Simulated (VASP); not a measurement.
KI2: relaxation of cell and atoms with PBE

KI2:

```xyz
3
Lattice="0.0000 4.1491 4.1491 4.1491 0.0000 4.1491 4.1491 4.1491 0.0000" Properties=species:S:1:pos:R:3 pbc="T T T"
K     0.0000    0.0000    0.0000
I     6.2236    6.2236    6.2236
I     2.0745    2.0745    2.0745
```

The cell was generated, and may not be a known phase.

```yaml
Program: VASP 6.6.1
Task: relaxation of cell and atoms
Functional: PBE
Potentials_or_basis: VASP PAW PBE potentials, release 64 (K_sv, I)
Cutoff: 600 eV
k_mesh: 10 × 10 × 10
Occupations: gaussian, width 0.1 eV
Spin: no spin polarisation
Dipole_correction: no
Further_INCAR_settings: ALGO = Normal; EDIFF = 1e-06; IBRION = 2; EDIFFG = -0.01; NSW = 100; ISIF = 3
```

```json
{"Pressure after relaxing": "0.0 GPa", "Band gap on the k mesh": "zero (an odd number of electrons rules out a gap without spin polarisation)"}
```

Final structure:
```xyz
3
Lattice="0.0000 4.1491 4.1491 4.1491 0.0000 4.1491 4.1491 4.1491 0.0000" Properties=species:S:1:pos:R:3 pbc="T T T"
K     0.0000    0.0000    0.0000
I     6.2236    6.2236    6.2236
I     2.0745    2.0745    2.0745
```

Levels at points of the mesh, in eV from the Fermi level:
```csv
k point,band 10,band 11,band 12,band 13,band 14,band 15
"(0.00, 0.00, 0.00)",-0.12,-0.12,-0.12,4.49,6.10,6.10
"(0.50, 0.00, 0.00)",-0.97,-0.84,-0.84,6.69,6.87,6.93
"(0.50, 0.50, 0.00)",0.01,0.01,0.28,4.99,6.51,6.98
```

It took 65 s on 1 thread of Intel(R) Xeon(R) 6975P-C (Granite Rapids), with other jobs on the host, peak memory 0.38 GiB.

Caveat: the relaxation stopped at its first step, so nothing moved; spin-orbit coupling is left out, which moves the levels of the heavy elements; an odd number of electrons without spin polarisation forces a metal; a magnetic or distorted state may lie lower.
